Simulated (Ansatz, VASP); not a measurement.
**MnO in VASP and in Ansatz**

Contents of INCAR:

```
PREC = Accurate
ENCUT = 700
EDIFF = 1E-6
ISMEAR = -1
SIGMA = 0.05
LREAL = False
LASPH = True
NELM = 200
ALGO = Normal
ISIF = 2
LWAVE = False
LCHARG = False
ISPIN = 2
MAGMOM = 4 0
LORBIT = 11
LMAXMIX = 4
GGA = PS
IVDW = 13
NBANDS = 22
GGA_COMPAT = False
```

Contents of KPOINTS:

```
Automatic mesh
0
Gamma
  10 10 10
```

POSCAR

```
MnO
1.0
    0.0000000000      2.1785090927      2.1785090927
    2.1785090927      0.0000000000      2.1785090927
    2.1785090927      2.1785090927      0.0000000000
Mn O
1 1
Direct
    0.0000000000      0.0000000000      0.0000000000
    0.5000000000      0.5000000000      0.5000000000
```

The input input.yaml:

```yaml
crystal:
  lattice:
    - [0.0, 2.1785090927, 2.1785090927]
    - [2.1785090927, 0.0, 2.1785090927]
    - [2.1785090927, 2.1785090927, 0.0]
  atoms:
    - { symbol: Mn, position: [0.0, 0.0, 0.0], spin: 4.0 }
    - { symbol: O, position: [0.5, 0.5, 0.5] }
hamiltonian:
  xc: pbesol
  pseudopotentials: { kind: paw }
  dispersion: d4
magnetization:
  spin_polarized: true
kpoints:
  mp_grid: { grid: [10, 10, 10] }
scf:
  occupations: { method: fermi_dirac, width: 0.05 }
output:
  forces: true
  stress: true
  eigenvalues: true
```

Alike in both runs: task single point; functional PBEsol; dispersion D4; k mesh 10 × 10 × 10; occupations fermi-dirac, width 0.05 eV; collinear spin.

|  | VASP | Ansatz |
| --- | --- | --- |
| version | VASP 6.6.1 | Ansatz 0.2.0 |
| potentials or method | VASP PAW PBE potentials, release 64 (Mn_sv, O) | Ansatz PAW |
| plane-wave cutoff (eV) | 700 | 420 |
| valence electrons in the cell | 21 | 21 |

|  | VASP | Ansatz | Ansatz less VASP |
| --- | --- | --- | --- |
| gap on the k mesh at the Fermi level (eV) | none | none | - |
| pressure (GPa) | -4.2 | -3.5 | +0.65 |
| net moment per atom (μB) | 2.26 | 2.26 | 0.000 |
| size of the moment on the site where the two differ most (μB) | 3.97 | 3.83 | -0.134 |

VASP's potentials were made for PBE, not for PBEsol. Site moments also hang on the region over which each program counts them. A gap of «none» marks a metal or a gap that the smearing closes.
